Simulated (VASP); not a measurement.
Set up this calculation in VASP 6.6.1, as the native input.

```
Task                   : single point
Functional             : PBE
Potentials or basis    : VASP PAW PBE potentials, release 64 (Sr_sv, O)
Cutoff                 : 520 eV
k mesh                 : 8 × 8 × 8
Occupations            : gaussian, width 0.05 eV
Spin                   : no spin polarisation
Dipole correction      : no
Further INCAR settings : ALGO = Normal; EDIFF = 1e-06; NBANDS = 15
```

The structure of SrO lies in POSCAR:

```
SrO
1.0
    0.0000000000      2.6340450000      2.4413100000
    2.6340450000      0.0000000000      2.4413100000
    2.6340450000      2.6340450000      0.0000000000
Sr O
1 1
Direct
    0.0000000000      0.0000000000      0.0000000000
    0.5000000000      0.5000000000      0.5000000000
```

This cell differs from its parent crystal: strain +0.025 along x and y, -0.050 along z.

The input as run:

INCAR

```
  PREC = Accurate
  ENCUT = 520
  EDIFF = 1E-6
  ISMEAR = 0
  SIGMA = 0.05
  LREAL = False
  LASPH = True
  NELM = 80
  ALGO = Normal
  ISIF = 2
  LWAVE = False
  LCHARG = False
  GGA = PE
  NBANDS = 15
```

KPOINTS

```
regular mesh
0
Gamma
  8 8 8
```

Potentials or basis: VASP PAW PBE potentials, release 64 (Sr_sv, O).

Launch:

```console
$ cat potpaw_PBE.64/Sr_sv/POTCAR potpaw_PBE.64/O/POTCAR > POTCAR
$ mpirun -np 1 vasp_std > vasp.out
```

Results of the run:

The pressure is 5.0 GPa and the band gap on the k mesh is 2.86 eV, indirect (least direct gap 3.15 eV).

Caveat: the cell differs from its parent crystal (strain +0.025 along x and y, -0.050 along z).

Run time: 43 s on 1 thread of AMD EPYC 9R45, on a shared host, peak memory 0.15 GiB.
